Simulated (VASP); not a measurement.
# BaTiO3 (R3m) in VASP: notebook

Runs on BaTiO3. Level: r2SCAN. Tasks: single point.

Program: VASP 6.6.1. These are calculated values, not measurements. Logs are shortened: lines on timing, memory, paths and dates and some standing lists are left out, and cuts for length are marked.

## (1) The cell of the first run

Symmetry: R3m, No. 160, trigonal system. The conventional cell has a = 5.627 Å, b = 5.627 Å, c = 6.913 Å, α = 90.00°, β = 90.00°, γ = 120.00°. Ba (site symmetry 3m) has 12 O at 2.76 to 2.88 Å and 8 Ti at 3.38 to 3.53 Å within 3.6 Å. Ti (site symmetry 3m) has 6 O at 1.89 to 2.11 Å within 2.5 Å. Within 2.5 Å of O (site symmetry m) lie 2 Ti at 1.89 to 2.11 Å.

## (2) Single point, r2SCAN (12.64 Å³/atom)

Input file POSCAR:

```
BaTiO3
1.0
    2.8135923635      1.6244283084      2.3042276814
   -2.8135923635      1.6244283084      2.3042276814
    0.0000000000     -3.2488566169      2.3042276814
Ba Ti O
1 1 3
Direct
    0.0008521781      0.0008521781      0.0008521781
    0.5119158923      0.5119158923      0.5119158923
    0.4907978543      0.4907978543      0.9843362211
    0.4907978543      0.9843362211      0.4907978543
    0.9843362211      0.4907978543      0.4907978543
```

Input file INCAR.step1:

```
  PREC = Accurate
  ENCUT = 660
  ISMEAR = 0
  SIGMA = 0.02
  LREAL = False
  LASPH = True
  NELM = 120
  NBANDS = 28
  GGA = PE
  ALGO = Normal
  EDIFF = 1E-5
  LWAVE = True
  LCHARG = False
  GGA_COMPAT = False
```

Input file INCAR.step2:

```
  PREC = Accurate
  ENCUT = 660
  EDIFF = 1E-6
  ISMEAR = 0
  SIGMA = 0.02
  LREAL = False
  LASPH = True
  NELM = 120
  ALGO = Normal
  ISIF = 2
  LWAVE = False
  LCHARG = False
  METAGGA = R2SCAN
  LMIXTAU = True
  NBANDS = 28
  ISTART = 1
  GGA_COMPAT = False
```

Input file KPOINTS:

```
Automatic mesh
0
Gamma
  6 6 6
```

Potentials or basis: VASP PAW PBE potentials, release 64 (Ba_sv, Ti_sv, O).

Run with:

```sh
> cat potpaw_PBE.64/Ba_sv/POTCAR potpaw_PBE.64/Ti_sv/POTCAR potpaw_PBE.64/O/POTCAR > POTCAR
> cp INCAR.step1 INCAR
> mpirun -np 1 vasp_std > vasp.out
> cp INCAR.step2 INCAR
> mpirun -np 1 vasp_std > vasp.out
```

OUTCAR:

```text
PREC = Accurate
   ENCUT = 660
   EDIFF = 1E-6
   ISMEAR = 0
   LREAL = False
   LASPH = True
   NELM = 120
   ISIF = 2
   METAGGA = R2SCAN
   ISTART = 1

 ion  position               nearest neighbor table
   1  0.001  0.001  0.001-   3 2.76   4 2.76   5 2.76   5 2.81   4 2.81   4 2.81   5 2.81   3 2.81
                             3 2.81   3 2.88   4 2.88   5 2.88   2 3.38   2 3.42   2 3.42   2 3.42
   2  0.512  0.512  0.512-   4 1.89   5 1.89   3 1.89   4 2.11   5 2.11   3 2.11   1 3.38   1 3.42
                             1 3.42   1 3.42   1 3.47   1 3.47   1 3.47   1 3.53
   3  0.491  0.491  0.984-   2 1.89   2 2.11   1 2.76   1 2.81   1 2.81   1 2.88
   4  0.491  0.984  0.491-   2 1.89   2 2.11   1 2.76   1 2.81   1 2.81   1 2.88
   5  0.984  0.491  0.491-   2 1.89   2 2.11   1 2.76   1 2.81   1 2.81   1 2.88

  LATTYP: Found a trigonal (rhomboedric) cell.
 ALAT       =     3.9830308215
 COS(alpha) =     0.0020127000

  Lattice vectors:

 A1 = (   2.8135923635,   1.6244283084,   2.3042276814)
 A2 = (  -2.8135923635,   1.6244283084,   2.3042276814)
 A3 = (   0.0000000000,  -3.2488566169,   2.3042276814)

Analysis of symmetry for initial positions (statically):
=====================================================================
 Subroutine PRICEL returns:
 Original cell was already a primitive cell.

 Routine SETGRP: Setting up the symmetry group for a
 trigonal (rhombohedral) supercell.

 Subroutine GETGRP returns: Found  6 space group operations
 (whereof  6 operations were pure point group operations)
 out of a pool of 12 trial point group operations.

The static configuration has the point symmetry C_3v.

Analysis of symmetry for dynamics (positions and initial velocities):
=====================================================================
 Subroutine PRICEL returns:
 Original cell was already a primitive cell.

 Routine SETGRP: Setting up the symmetry group for a
 trigonal (rhombohedral) supercell.

 Subroutine GETGRP returns: Found  6 space group operations
 (whereof  6 operations were pure point group operations)
 out of a pool of 12 trial point group operations.

The dynamic configuration has the point symmetry C_3v.

 Subroutine INISYM returns: Found  6 space group operations
 (whereof  6 operations are pure point group operations),
 and found     1 'primitive' translations

----------------------------------------------------------------------------------------

                                     Primitive cell

  volume of cell :      63.1885

  direct lattice vectors                    reciprocal lattice vectors
     2.813592364  1.624428308  2.304227681     0.177708756  0.102600198  0.144661630
    -2.813592364  1.624428308  2.304227681    -0.177708756  0.102600198  0.144661630
     0.000000000 -3.248856617  2.304227681     0.000000000 -0.205200397  0.144661630

  length of vectors
     3.983030821  3.983030821  3.983030821     0.251066107  0.251066107  0.251066107

  position of ions in fractional coordinates (direct lattice)
     0.000852178  0.000852178  0.000852178
     0.511915892  0.511915892  0.511915892
     0.490797854  0.490797854  0.984336221
     0.490797854  0.984336221  0.490797854
     0.984336221  0.490797854  0.490797854

  ion indices of the primitive-cell ions
   primitive index   ion index
                 1           1
                 2           2
                 3           3
                 4           4
                 5           5

----------------------------------------------------------------------------------------

 KPOINTS: Automatic mesh

Automatic generation of k-mesh.
 Grid dimensions read from file:
 generate k-points for:    6    6    6

 Generating k-lattice:

  Cartesian coordinates                     Fractional coordinates (reciprocal lattice)
     0.029618126  0.017100033  0.024110272     0.166666667  0.000000000  0.000000000
    -0.029618126  0.017100033  0.024110272     0.000000000  0.166666667  0.000000000
     0.000000000 -0.034200066  0.024110272     0.000000000  0.000000000  0.166666667

  Length of vectors
     0.041844351  0.041844351  0.041844351

  Shift w.r.t. Gamma in fractional coordinates (k-lattice)
     0.000000000  0.000000000  0.000000000

 Subroutine IBZKPT returns following result:
 ===========================================

 Found     32 irreducible k-points:

 Following reciprocal coordinates:
            Coordinates               Weight
  0.000000  0.000000  0.000000      1.000000
  0.166667  0.000000 -0.000000      6.000000
  0.333333  0.000000 -0.000000      6.000000
  0.500000  0.000000  0.000000      3.000000
  0.166667  0.166667  0.000000      6.000000
  0.333333  0.166667  0.000000     12.000000
[... 16 lines left out ...]
  0.500000  0.500000  0.166667      6.000000
 -0.333333  0.500000  0.166667     12.000000
 [... further k-points ...]
   k-points           NKPTS =     32   k-points in BZ     NKDIM =     32   number of bands    NBANDS=     28
   number of dos      NEDOS =    301   number of ions     NIONS =      5
   total plane-waves  NPLWV =  46656
   dimension x,y,z NGX =    36 NGY =   36 NGZ =   36
   dimension x,y,z NGXF=    72 NGYF=   72 NGZF=   72
   ions per type =               1   1   3
   NGX,Y,Z   is equivalent  to a cutoff of  15.03, 15.03, 15.03 a.u.
   NGXF,Y,Z  is equivalent  to a cutoff of  30.05, 30.05, 30.05 a.u.
 SYSTEM =  unknown system
   PREC   = accura    normal or accurate (medium, high low for compatibility)
   ISTART =      1    job   : 0-new  1-cont  2-samecut
   ICHARG =      0    charge: 1-file 2-atom 10-const
   ISPIN  =      1    spin polarized calculation?
   LNONCOLLINEAR =      F non collinear calculations
   LSORBIT =      F    spin-orbit coupling
   LASPH  =      T    aspherical Exc in radial PAW
   ENCUT  =  660.0 eV  48.51 Ry    6.96 a.u.   8.34  8.34  8.34*2*pi/ulx,y,z
   NELM   =    120;   NELMIN=  2; NELMDL=  0     # of ELM steps
   EDIFF  = 0.1E-05   stopping-criterion for ELM
   LREAL  =      F    real-space projection
   EDIFFG = 0.1E-04   stopping-criterion for IOM
   NSW    =      0    number of steps for IOM
   IBRION =     -1    ionic relax: 0-MD 1-quasi-New 2-CG
   NFREE  =      0    steps in history (QN), initial steepest desc. (CG)
   ISIF   =      2    stress and relaxation
   ISYM   =      2    0-nonsym 1-usesym 2-fastsym
   POTIM  = 0.5000    time-step for ionic-motion
   TEBEG  =    0.0;   TEEND  =   0.0 temperature during run
   PSTRESS=    0.0 pullay stress
   NELECT =      40.0000    total number of electrons
   NUPDOWN=      -1.0000    fix difference up-down
   EMIN   =  10.00;   EMAX   =-10.00  energy-range for DOS
   EFERMI =   0.00;   METHOD = LEGACY
   ISMEAR =     0;   SIGMA  =   0.02  broadening in eV -4-tet -1-fermi 0-gaus
   EFERMI_NEDOS =   21; number of points for ismear=-14 and -15
   IALGO  =     38    algorithm
   IMIX   =      4    mixing-type and parameters
     AMIX     =   0.40;   BMIX     =  1.00
     AMIX_MAG =   1.60;   BMIX_MAG =  1.00
  volume/ion in A,a.u.               =      12.64        85.28
  Fermi-wavevector in a.u.,A,eV,Ry     =   1.405666  2.656323 26.883697  1.975896
  Thomas-Fermi vector in A             =   2.528104
   LORBIT       =      0    0 simple, 1 ext, 2 COOP (PROOUT), +10 PAW based schemes
   METAGGA = R2SCAN    functional components
   LHFCALC =     F    Hartree Fock is set to
   AEXX    =    0.0000 exact exchange contribution
   IVDW    =     0    specifies the selected vdW correction
   LEPSILON=     F    determine dielectric tensor
   LRPA    =     F    only Hartree local field effects (RPA)
 non-spin polarized calculation
 Gauss-broadening in eV      SIGMA  =   0.02
  energy-cutoff  :      660.00
  volume of cell :       63.19
 maximum number of plane-waves:      2469
 NGX is ok and might be reduce to    36
   NGX = 17   NGY = 17   NGZ = 17

 number of electron      39.9999996 magnetization

 Free energy of the ion-electron system (eV)
  ---------------------------------------------------
  ext. energy  EPLUGINS =         0.00000000
  ---------------------------------------------------
  free energy    TOTEN  =       -74.24419398 eV

  energy without entropy =      -74.24419398  energy(sigma->0) =      -74.24419398

 E-fermi :   3.8496     XC(G=0): -11.9880

 val. band max:        3.5962439330   @ k =   0.5000   0.5000   0.5000
 cond. band min:       6.2498790105   @ k =   0.0000   0.0000   0.0000
 fundamental gap:      2.6536350775
 Fermi energy:         3.8495833200

 k-point     1 :       0.0000    0.0000    0.0000
  band No.  band energies     occupation
      1     -54.9418      2.00000
      2     -30.1427      2.00000
      3     -30.1427      2.00000
      4     -30.1396      2.00000
      5     -21.8273      2.00000
      6     -14.2466      2.00000
[... 20 lines left out ...]
     27       9.2424      0.00000
     28      12.0736      0.00000

 k-point     2 :       0.1667    0.0000   -0.0000
  band No.  band energies     occupation
      1     -54.9415      2.00000
      2     -30.1578      2.00000
      3     -30.1421      2.00000
      4     -30.1399      2.00000
      5     -21.7931      2.00000
      6     -14.2728      2.00000
[... 20 lines left out ...]
     27       9.7980      0.00000
     28      12.7282      0.00000

 k-point     3 :       0.3333    0.0000   -0.0000
  band No.  band energies     occupation
      1     -54.9409      2.00000
      2     -30.1894      2.00000
      3     -30.1410      2.00000
      4     -30.1389      2.00000
      5     -21.7230      2.00000
      6     -14.4133      2.00000
[... 20 lines left out ...]
     27      11.1141      0.00000
     28      12.6754      0.00000

 k-point     4 :       0.5000    0.0000    0.0000
  band No.  band energies     occupation
      1     -54.9405      2.00000
      2     -30.2051      2.00000
      3     -30.1405      2.00000
      4     -30.1383      2.00000
      5     -21.6870      2.00000
      6     -14.5040      2.00000
[... 578 lines left out ...]
     27      11.8046      0.00000
     28      12.9513      0.00000

 k-point    23 :       0.5000    0.5000    0.1667
  band No.  band energies     occupation
      1     -54.9390      2.00000
      2     -30.2016      2.00000
      3     -30.1994      2.00000
      4     -30.1526      2.00000
      5     -21.5826      2.00000
      6     -13.8099      2.00000
[... 20 lines left out ...]
     27      12.8553      0.00000
     28      13.2906      0.00000

 k-point    24 :      -0.3333    0.5000    0.1667
  band No.  band energies     occupation
      1     -54.9393      2.00000
      2     -30.2015      2.00000
      3     -30.1852      2.00000
      4     -30.1531      2.00000
      5     -21.6036      2.00000
      6     -13.9699      2.00000
[... 20 lines left out ...]
     27      12.4970      0.00000
     28      13.0349      0.00000

 [... further k-points ...]
[... 5 lines left out ...]
  --------------------------------------------------------------------------------------
  -------------------------------------------------------------------------------------
  Total        2.2864188      2.2864188      2.2496738      0.0000000     -0.0000000      0.0000000
  in kB       57.9732973     57.9732973     57.0416095      0.0000000     -0.0000000      0.0000000
  external PRESSURE =      57.6627347 kB  Pullay stress =       0.0000000 kB

 VOLUME and BASIS-vectors are now :
 -----------------------------------------------------------------------------
  energy-cutoff  :      660.00
  volume of cell :       63.19
      direct lattice vectors                 reciprocal lattice vectors
     2.813592364  1.624428308  2.304227681     0.177708756  0.102600198  0.144661630
    -2.813592364  1.624428308  2.304227681    -0.177708756  0.102600198  0.144661630
     0.000000000 -3.248856617  2.304227681     0.000000000 -0.205200397  0.144661630

 POSITION                                       TOTAL-FORCE (eV/Angst)
 -----------------------------------------------------------------------------------
      0.00000     -0.00000      0.00589        -0.000000      0.000000     -0.024965
      0.00000     -0.00000      3.53871        -0.000000      0.000000     -0.135543
      0.00000     -1.60344      4.52995        -0.000000     -0.057936      0.053503
     -1.38862      0.80172      4.52995        -0.050174      0.028968      0.053503
      1.38862      0.80172      4.52995         0.050174      0.028968      0.053503
 -----------------------------------------------------------------------------------
    total drift:                               -0.000000      0.000001      0.001974

  FREE ENERGIE OF THE ION-ELECTRON SYSTEM (eV)
  ---------------------------------------------------
  free  energy   TOTEN  =       -74.2441939839 eV

  energy  without entropy=      -74.2441939839  energy(sigma->0) =      -74.24419398
```

It took 5.5 min on 1 thread of Intel Xeon Platinum 8375C at 2.90GHz (Ice Lake), shared host; peak memory 0.26 GiB.

Results:

* Free energy: -74.2442 eV
* Pressure: 5.8 GPa
* Largest force: 0.136 eV/Å
* Band gap on the k mesh: 2.65 eV (least direct gap 2.99 eV)

Forces on the atoms (eV/Å):
```
Ba   0.000  0.000 -0.025
Ti   0.000  0.000 -0.136
O    0.000 -0.058  0.054
O   -0.050  0.029  0.054
O    0.050  0.029  0.054
```

Caveat: the cell stands under pressure; the PAW data sets were made with another functional, which shifts forces and pressure a little; spin-orbit coupling is left out, which moves the levels of the heavy elements.

## (3) Single point, r2SCAN

This run uses another cell than the first one, of 13.03 Å³/atom.

Input file POSCAR:

```
BaTiO3
1.0
    2.8400536826      1.6397057581      2.3314328437
   -2.8400536826      1.6397057581      2.3314328437
    0.0000000000     -3.2794115163      2.3314328437
Ba Ti O
1 1 3
Direct
    0.0027851063      0.0027851063      0.0027851063
    0.5162478490      0.5162478490      0.5162478490
    0.4897536543      0.4897536543      0.9801597361
    0.4897536543      0.9801597361      0.4897536543
    0.9801597361      0.4897536543      0.4897536543
```

Input file INCAR.step1:

```
PREC = Accurate
ENCUT = 660
ISMEAR = 0
SIGMA = 0.02
LREAL = F
LASPH = T
NELM = 120
NBANDS = 28
GGA = PE
ALGO = Normal
EDIFF = 1E-5
LWAVE = T
LCHARG = F
GGA_COMPAT = F
```

Input file INCAR.step2:

```
PREC = Accurate
ENCUT = 660
EDIFF = 1E-6
ISMEAR = 0
SIGMA = 0.02
LREAL = F
LASPH = T
NELM = 120
ALGO = Normal
ISIF = 2
LWAVE = F
LCHARG = F
METAGGA = R2SCAN
LMIXTAU = T
NBANDS = 28
ISTART = 1
GGA_COMPAT = F
```

KPOINTS is that of step 2.

Potentials or basis: VASP PAW PBE potentials, release 64 (Ba_sv, Ti_sv, O).

Run with:

```sh
> cat potpaw_PBE.64/Ba_sv/POTCAR potpaw_PBE.64/Ti_sv/POTCAR potpaw_PBE.64/O/POTCAR > POTCAR
> cp INCAR.step1 INCAR
> mpirun -np 1 vasp_std > vasp.out
> cp INCAR.step2 INCAR
> mpirun -np 1 vasp_std > vasp.out
```

OUTCAR:

```text
PREC = Accurate
   ENCUT = 660
   EDIFF = 1E-6
   ISMEAR = 0
   LREAL = F
   LASPH = T
   NELM = 120
   ISIF = 2
   METAGGA = R2SCAN
   ISTART = 1

 ion  position               nearest neighbor table
   1  0.003  0.003  0.003-   3 2.78   4 2.78   5 2.78   5 2.84   4 2.84   4 2.84   5 2.84   3 2.84
                             3 2.84   3 2.93   4 2.93   5 2.93   2 3.40   2 3.45   2 3.45   2 3.45
   2  0.516  0.516  0.516-   3 1.87   4 1.87   5 1.87   4 2.16   5 2.16   3 2.16   1 3.40   1 3.45
                             1 3.45   1 3.45   1 3.51   1 3.51   1 3.51   1 3.59
[... 953 lines left out ...]
  -------------------------------------------------------------------------------------
  Total        0.7137798      0.7137798      0.6535537      0.0000000     -0.0000000      0.0000000
  in kB       17.5552967     17.5552967     16.0740474      0.0000000     -0.0000000      0.0000000
  external PRESSURE =      17.0615469 kB  Pullay stress =       0.0000000 kB

 VOLUME and BASIS-vectors are now :
 -----------------------------------------------------------------------------
  energy-cutoff  :      660.00
  volume of cell :       65.14
      direct lattice vectors                 reciprocal lattice vectors
     2.840053683  1.639705758  2.331432844     0.176053010  0.101644253  0.142973594
    -2.840053683  1.639705758  2.331432844    -0.176053010  0.101644253  0.142973594
     0.000000000 -3.279411516  2.331432844     0.000000000 -0.203288506  0.142973594

 POSITION                                       TOTAL-FORCE (eV/Angst)
 -----------------------------------------------------------------------------------
      0.00000     -0.00000      0.01948         0.000000      0.000000     -0.030758
      0.00000     -0.00000      3.61079         0.000000      0.000000     -0.164922
      0.00000     -1.60824      4.56883         0.000000     -0.072629      0.065227
     -1.39278      0.80412      4.56883        -0.062899      0.036314      0.065227
      1.39278      0.80412      4.56883         0.062899      0.036314      0.065227
 -----------------------------------------------------------------------------------
    total drift:                                0.000000      0.000001      0.004721

  FREE ENERGIE OF THE ION-ELECTRON SYSTEM (eV)
  ---------------------------------------------------
  free  energy   TOTEN  =       -74.2843387786 eV

  energy  without entropy=      -74.2843387786  energy(sigma->0) =      -74.28433878
```

OUTCAR.step1:

```text
PREC = Accurate
   ENCUT = 660
   ISMEAR = 0
   LREAL = F
[... 980 lines left out ...]
      0.00000     -0.00000      3.61079         0.000000      0.000000     -0.118323
      0.00000     -1.60824      4.56883         0.000000     -0.113838      0.046440
     -1.39278      0.80412      4.56883        -0.098587      0.056919      0.046440
      1.39278      0.80412      4.56883         0.098587      0.056919      0.046440
 -----------------------------------------------------------------------------------
    total drift:                                0.000000      0.000001      0.001583

  FREE ENERGIE OF THE ION-ELECTRON SYSTEM (eV)
  ---------------------------------------------------
  free  energy   TOTEN  =       -40.0374812354 eV

  energy  without entropy=      -40.0374812354  energy(sigma->0) =      -40.03748124
```

It took 5.5 min on 1 thread of Intel Xeon Platinum 8375C at 2.90GHz (Ice Lake), shared host; peak memory 0.26 GiB.

Results:

```yaml
Free_energy: -74.2843 eV
Pressure: 1.7 GPa
Largest_force: 0.165 eV/Å
Band_gap_on_the_k_mesh: 2.85 eV (least direct gap 3.31 eV)
```

Forces in eV/Å, atoms in the order of the input:
```
Ba   0.000  0.000 -0.031
Ti   0.000  0.000 -0.165
O    0.000 -0.073  0.065
O   -0.063  0.036  0.065
O    0.063  0.036  0.065
```

Caveat: the PAW data sets were made with another functional, which shifts forces and pressure a little; spin-orbit coupling is left out, which moves the levels of the heavy elements. r2SCAN opens gaps a little over a GGA but as a rule still falls short of measured ones.
